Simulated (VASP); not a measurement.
# HgTe (Cmcm) in VASP: notebook, part 2 of 2

VASP 6.6.1.

## 4. Single point, PBE (strain +0.0875 x Voigt [1, -1, 0, 0, 0, 0])

Contents of INCAR:

```
  PREC = Accurate
  ENCUT = 520
  EDIFF = 1E-7
  ISMEAR = 0
  SIGMA = 0.15
  LREAL = False
  LASPH = True
  NELM = 100
  ALGO = Normal
  ISIF = 2
  LWAVE = False
  LCHARG = False
  GGA = PE
  NBANDS = 26
```

Contents of KPOINTS:

```
regular mesh
0
Gamma
  10 10 8
```

Contents of POSCAR:

```
HgTe
1.0
    3.2259922328     -3.1740289859      0.0000000000
    3.2259922328      3.1740289859      0.0000000000
    0.0000000000      0.0000000000      5.8781768394
Hg Te
2 2
Direct
    0.3319444959      0.6680555041      0.7500000000
    0.6680555041      0.3319444959      0.2500000000
    0.7707545029      0.2292454971      0.7500000000
    0.2292454971      0.7707545029      0.2500000000
```

Potentials or basis: VASP PAW PBE potentials, release 64 (Hg, Te).

On the command line:

```sh
cat potpaw_PBE.64/Hg/POTCAR potpaw_PBE.64/Te/POTCAR > POTCAR
mpirun -np 1 vasp_std > vasp.out
```

OUTCAR:

```text
PREC = Accurate
   ENCUT = 520
   EDIFF = 1E-7
   ISMEAR = 0
   LREAL = False
   LASPH = True
   NELM = 100
   ISIF = 2
   GGA = PE

 ion  position               nearest neighbor table
   1  0.332  0.668  0.750-   3 2.79   4 3.01   4 3.01   3 3.25   3 3.25   3 3.56   2 3.63   2 3.63

   2  0.668  0.332  0.250-   4 2.79   3 3.01   3 3.01   4 3.25   4 3.25   4 3.56   1 3.63   1 3.63

   3  0.771  0.229  0.750-   1 2.79   2 3.01   2 3.01   1 3.25   1 3.25   1 3.56
   4  0.229  0.771  0.250-   2 2.79   1 3.01   1 3.01   2 3.25   2 3.25   2 3.56

  LATTYP: Found a base centered orthorhombic cell.
 ALAT       =     6.3480579718
 B/A-ratio  =     1.0163713839
 C/A-ratio  =     0.9259803338

  Lattice vectors:

 A1 = (  -3.2259922328,  -3.1740289859,   0.0000000000)
 A2 = (   3.2259922328,  -3.1740289859,   0.0000000000)
 A3 = (   0.0000000000,   0.0000000000,   5.8781768394)

Analysis of symmetry for initial positions (statically):
=====================================================================
 Subroutine PRICEL returns:
 Original cell was already a primitive cell.

 Routine SETGRP: Setting up the symmetry group for a
[... 176 lines left out ...]

 val. band max:        3.6987209456   @ k =  -0.3000   0.3000   0.0000
 cond. band min:       3.7089950165   @ k =   0.3000   0.2000   0.5000
 fundamental gap:      0.0102740710
 Fermi energy:         3.7060844649

 k-point     1 :       0.0000    0.0000    0.0000
  band No.  band energies     occupation
      1      -7.9835      2.00000
      2      -6.9726      2.00000
      3      -2.9623      2.00000
      4      -2.8756      2.00000
      5      -2.8479      2.00000
      6      -2.8188      2.00000
[... 685 lines left out ...]
     25      11.1545      0.00000
     26      11.9629      0.00000

 [... further k-points ...]

------------------------ aborting loop because EDIFF is reached ----------------------------------------

  FORCE on cell =-STRESS in cart. coord.  units (eV):
  Direction    XX          YY          ZZ          XY          YZ          ZX
  --------------------------------------------------------------------------------------
  -------------------------------------------------------------------------------------
  Total       -1.7369390      2.8722974      0.7603654      0.0000000      0.0000000      0.0000000
  in kB      -23.1178960     38.2290171     10.1201298      0.0000000      0.0000000      0.0000000
  external PRESSURE =       8.4104170 kB  Pullay stress =       0.0000000 kB

 VOLUME and BASIS-vectors are now :
 -----------------------------------------------------------------------------
  energy-cutoff  :      520.00
  volume of cell :      120.38
      direct lattice vectors                 reciprocal lattice vectors
     3.225992233 -3.174028986  0.000000000     0.154991074 -0.157528492  0.000000000
     3.225992233  3.174028986  0.000000000     0.154991074  0.157528492  0.000000000
     0.000000000  0.000000000  5.878176839     0.000000000  0.000000000  0.170120775

 POSITION                                       TOTAL-FORCE (eV/Angst)
 -----------------------------------------------------------------------------------
      3.22599      1.06683      4.40863         0.000000      0.694761     -0.000000
      3.22599     -1.06683      1.46954         0.000000     -0.694761     -0.000000
      3.22599     -1.71877      4.40863         0.000000     -0.624563      0.000000
      3.22599      1.71877      1.46954         0.000000      0.624563      0.000000
 -----------------------------------------------------------------------------------
    total drift:                                0.000000     -0.000000      0.000000

  FREE ENERGIE OF THE ION-ELECTRON SYSTEM (eV)
  ---------------------------------------------------
  free  energy   TOTEN  =        -6.4297195173 eV

  energy  without entropy=       -6.3999634307  energy(sigma->0) =       -6.41484147
```

OSZICAR:

```text
N       E                     dE             d eps       ncg     rms          rms(c)
DAV:   1     0.231294469203E+03    0.23129E+03   -0.15951E+04  8060   0.122E+03
DAV:   2     0.445866823917E+01   -0.22684E+03   -0.21769E+03  8640   0.283E+02
DAV:   3    -0.672574390357E+01   -0.11184E+02   -0.11038E+02  9568   0.624E+01
DAV:   4    -0.686050414216E+01   -0.13476E+00   -0.13452E+00  9988   0.601E+00
DAV:   5    -0.686227223150E+01   -0.17681E-02   -0.17680E-02  9236   0.674E-01    0.965E+00
DAV:   6    -0.643586489227E+01    0.42641E+00   -0.97010E-01  8500   0.988E+00    0.767E+00
DAV:   7    -0.643224259431E+01    0.36223E-02   -0.25909E-01  8716   0.260E+00    0.275E+00
DAV:   8    -0.642985021936E+01    0.23924E-02   -0.26984E-02  8392   0.153E+00    0.567E-01
DAV:   9    -0.642974479976E+01    0.10542E-03   -0.38761E-03  9036   0.583E-01    0.996E-02
DAV:  10    -0.642970669784E+01    0.38102E-04   -0.28830E-04  8468   0.172E-01    0.438E-02
DAV:  11    -0.642972898181E+01   -0.22284E-04   -0.15030E-04  8822   0.941E-02    0.466E-02
DAV:  12    -0.642971979868E+01    0.91831E-05   -0.32074E-05  8356   0.522E-02    0.213E-02
DAV:  13    -0.642971925957E+01    0.53911E-06   -0.53088E-06  8774   0.105E-02    0.291E-02
DAV:  14    -0.642971939829E+01   -0.13873E-06   -0.55058E-07  8308   0.400E-03    0.667E-03
DAV:  15    -0.642971952698E+01   -0.12869E-06   -0.88162E-08  4546   0.112E-03    0.143E-03
DAV:  16    -0.642971951727E+01    0.97098E-08   -0.12858E-08  4198   0.843E-04
   1 F= -.64297195E+01 E0= -.64148415E+01  d E =-.297561E-01
```

stdout:

```text
POSCAR found type information on POSCAR HgTe
 POSCAR found :  2 types and       4 ions
 scaLAPACK will be used
 LDA part: xc-table for (Slater+PW92), standard interpolation
 POSCAR, INCAR and KPOINTS ok, starting setup
 FFT: planning ... GRIDC
 FFT: planning ... GRID_SOFT
 FFT: planning ... GRID
 WAVECAR not read
 entering main loop
```

Wall time 8 min (1 thread of AMD EPYC 7R13, shared host); peak memory 0.52 GiB.

Results:

* Free energy: -6.4297 eV
* Pressure: 0.8 GPa
* Largest force: 0.695 eV/Å
* Band gap on the k mesh: zero (bands 18 and 19 overlap by 1.68 eV)

Forces in eV/Å, atoms in the order of the input:
```
Hg   0.000  0.695  0.000
Hg   0.000 -0.695  0.000
Te   0.000 -0.625  0.000
Te   0.000  0.625  0.000
```

Caveat: the cell differs from its parent crystal (strain +0.0875 x Voigt [1, -1, 0, 0, 0, 0]); spin-orbit coupling is left out, which moves the levels of the heavy elements.

## 5. The runs side by side

| cell | gap on the mesh (eV) | pressure (GPa) | largest force (eV/Å) |
| --- | --- | --- | --- |
| a = 4.666, b = 4.666, c = 5.878 Å, angles 90.0, 90.0, 110.2°, 4 atoms | none | 5.7 | 0.51 |
| a = 4.522, b = 4.522, c = 5.878 Å, angles 90.0, 90.0, 87.6°, 4 atoms | none | 1.3 | 0.89 |
| a = 4.526, b = 4.526, c = 5.878 Å, angles 90.0, 90.0, 89.1°, 4 atoms | none | 0.8 | 0.69 |

Alike in all rows: task single point; level PBE; potentials or basis VASP PAW PBE potentials, release 64 (Hg, Te); no spin polarisation; k mesh 10 × 10 × 8; cutoff (eV) 520; smearing gaussian 0.15 eV.

Caveats: spin-orbit coupling is left out, which moves the levels of the heavy elements; the cell stands under pressure (at least some runs).

Total energies depend on the potentials used, so only differences within one code and one set of settings carry meaning.
